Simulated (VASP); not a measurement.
Here is a VASP 6.6.1 calculation.

Contents of INCAR:

```
PREC = Accurate
ENCUT = 520
EDIFF = 1E-6
ISMEAR = 0
SIGMA = 0.1
LREAL = Auto
LASPH = True
NELM = 100
ALGO = Normal
ISIF = 2
LWAVE = False
LCHARG = True
LDIPOL = True
IDIPOL = 3
DIPOL = 0.5 0.5 0.338
GGA = PE
IVDW = 12
LELF = True
LVHAR = True
LVACPOTAV = True
NBANDS = 138
```

Contents of KPOINTS:

```
Automatic mesh
0
Gamma
  6 6 1
```

POSCAR

```
Ti20Si
1.0
    5.7723543927      0.0000000000      0.0000000000
   -2.8861771964      4.9990055437      0.0000000000
    0.0000000000      0.0000000000     26.5136816007
Ti Si
20 1
Direct
    0.3333333333      0.1666666667      0.1508655064
    0.3333333333      0.6666666667      0.1508655064
    0.8333333333      0.1666666667      0.1508655064
    0.8333333333      0.6666666667      0.1508655064
    0.1666666667      0.3333333333      0.2371222810
    0.1666666667      0.8333333333      0.2371222810
    0.6666666667      0.3333333333      0.2371222810
    0.6666666667      0.8333333333      0.2371222810
    0.3333333333      0.1666666667      0.3246428138
    0.3333333333      0.6666666667      0.3246428138
    0.8333333333      0.1666666667      0.3246428138
    0.8333333333      0.6666666667      0.3246428138
    0.1666666667      0.3333333333      0.4130984878
    0.1666666667      0.8333333333      0.4130984878
    0.6666666667      0.3333333333      0.4130984878
    0.6666666667      0.8333333333      0.4130984878
    0.3333333333      0.1666666667      0.4946005537
    0.3333333333      0.6666666667      0.4946005537
    0.8333333333      0.1666666667      0.4946005537
    0.8333333333      0.6666666667      0.4946005537
    0.3333333333      0.1666666667      0.6115213211
```

Potentials or basis: VASP PAW PBE potentials, release 64 (Ti_sv, Si).

Run with:

```console
$ cat potpaw_PBE.64/Ti_sv/POTCAR potpaw_PBE.64/Si/POTCAR > POTCAR
$ mpirun -np 1 vasp_std > vasp.out
```

Question: Estimate the largest force.

Answer: 2.598 eV/Å.

Question: Estimate the dispersion energy per atom.

Answer: -0.494 eV.

Question: Predict the band gap on the k mesh.

Answer: Zero (bands 122 and 123 overlap by 0.79 eV).

Forces on the atoms (eV/Å):
```
Ti   0.000  0.000  0.475
Ti  -0.006 -0.004  0.482
Ti   0.000  0.007  0.482
Ti   0.006 -0.004  0.482
Ti  -0.017  0.010 -0.490
Ti   0.000 -0.019 -0.490
Ti   0.017  0.010 -0.490
Ti   0.000  0.000 -0.484
Ti   0.000  0.000  0.099
Ti   0.010  0.006  0.049
Ti   0.000 -0.012  0.049
Ti  -0.010  0.006  0.049
Ti  -0.092  0.053 -0.267
Ti   0.000 -0.106 -0.267
Ti   0.092  0.053 -0.267
Ti   0.000  0.000 -0.146
Ti   0.000  0.000  1.074
Ti  -0.101 -0.058  0.752
Ti   0.000  0.117  0.752
Ti   0.101 -0.058  0.752
Si   0.000  0.000 -2.598
```
